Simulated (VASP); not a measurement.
Runs of VASP 6.6.1 on BN. The structure is that of space group Fmm2 (No. 42), or close to it. The cells are those of the table. 

| cell | gap on the mesh (eV) | pressure (GPa) | largest force (eV/Å) |
| --- | --- | --- | --- |
| a = 4.098, b = 2.607, c = 3.597 Å, angles 81.0, 38.9, 60.1°, 2 atoms | 3.67 | -8.9 | 0.53 |
| a = 4.099, b = 2.715, c = 3.494 Å, angles 81.6, 40.9, 57.5°, 2 atoms | (c) | -13.6 | (a) |
| a = 4.171, b = 2.350, c = 3.919 Å, angles 79.1, 33.6, 67.3°, 2 atoms | 4.50 | 26.3 | (b) |
| a = 4.137, b = 2.420, c = 3.817 Å, angles 79.7, 35.1, 65.2°, 2 atoms | 4.78 | 11.4 | 1.53 |

Alike in all rows: task single point; level r2SCAN; potentials or basis VASP PAW PBE potentials, release 64 (B, N); no spin polarisation; k mesh 12 × 12 × 12; cutoff (eV) 520; smearing gaussian 0.05 eV.

Task: Fill in the values left out.

Result: (a) 0.13; (b) 4.15; (c) 3.04.

Caveats: the PAW data sets were made with another functional, which shifts forces and pressure a little.

A k mesh can miss the band edges.
